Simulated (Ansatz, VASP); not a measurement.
Fe: VASP beside Ansatz

```
CELL_PARAMETERS angstrom
2.53827 0.00000 0.00000
-1.26913 2.19820 0.00000
0.00000 0.00000 4.01423
ATOMIC_POSITIONS crystal
Fe 0.33333 0.66667 0.25000
Fe 0.66667 0.33333 0.75000
```

Alike in both runs: task single point; functional revPBE; k mesh 16 × 16 × 9; occupations fermi-dirac, width 0.1 eV; no spin polarisation.

|  | VASP | Ansatz |
| --- | --- | --- |
| version | VASP 6.6.1 | Ansatz 0.2.0 |
| potentials or method | VASP PAW PBE potentials, release 64 (Fe), cutoff 600 eV | plane waves (420 eV) with PAW, scalar-relativistic |
| valence electrons in the cell | 16 | 32 |

|  | VASP | Ansatz | Ansatz less VASP |
| --- | --- | --- | --- |
| pressure (GPa) | -17.9 | -17.7 | +0.20 |
| traceless stress, the component that is largest in VASP (GPa) | -0.50 | -0.39 | +0.117 |

VASP's potentials were made for PBE, not for revPBE. The functional is the same, so the differences come from potentials, cutoffs and numerics. VASP's potentials hold 16 valence electrons a cell and Ansatz's 32, so a difference there can come from the potentials and not from the codes.
